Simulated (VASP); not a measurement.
Write the native input for VASP 6.6.1 that does the following.

| Property | Result |
| --- | --- |
| Task | single point |
| Functional | PBEsol |
| Potentials or basis | VASP PAW PBE potentials, release 64 (Cs_sv, Cl) |
| Cutoff | 500 eV |
| k mesh | 4 × 4 × 4 |
| Occupations | gaussian, width 0.01 eV |
| Spin | no spin polarisation |
| Dipole correction | no |
| Further INCAR settings | ALGO = Normal; EDIFF = 1e-06; NBANDS = 15 |

The structure of CsCl lies in POSCAR:

```
CsCl
1.0
    4.1406758997      0.0000000000      0.0000000000
    0.0000000000      4.1406758997      0.0000000000
    0.0000000000      0.0000000000      4.1406758997
Cs Cl
1 1
Direct
    0.0000000000      0.0000000000      0.0000000000
    0.5000000000      0.5000000000      0.5000000000
```

One way to write it, as run:

INCAR

```
PREC     = Accurate       # precision mode
ENCUT    = 500            # plane-wave cutoff, eV
EDIFF    = 1E-6           # SCF threshold, eV
ISMEAR   = 0              # smearing method
SIGMA    = 0.01           # smearing width, eV
LREAL    = False          # projectors in reciprocal space
LASPH    = True           # aspherical terms in the spheres
NELM     = 120            # most SCF steps
ALGO     = Normal         # electronic algorithm
ISIF     = 2              # what is computed and relaxed
LWAVE    = False          # write WAVECAR
LCHARG   = False          # write CHGCAR
GGA      = PS             # functional
NBANDS   = 15             # bands
GGA_COMPAT= False
```

KPOINTS

```
Automatic mesh
0
Gamma
  4 4 4
```

Potentials or basis: VASP PAW PBE potentials, release 64 (Cs_sv, Cl).

The run is started by

```bash
$ cat potpaw_PBE.64/Cs_sv/POTCAR potpaw_PBE.64/Cl/POTCAR > POTCAR
$ mpirun -np 1 vasp_std > vasp.out
```

It gave:

```json
{"Pressure": "-0.8 GPa", "Band gap on the k mesh": "4.99 eV"}
```

Caveat: the PAW data sets were made with another functional, which shifts forces and pressure a little; spin-orbit coupling is left out, which moves the levels of the heavy elements.

Run time: 6.7 s on 1 thread of Intel(R) Xeon(R) Platinum 8488C (Sapphire Rapids), with other jobs on the host, peak memory 0.16 GiB.
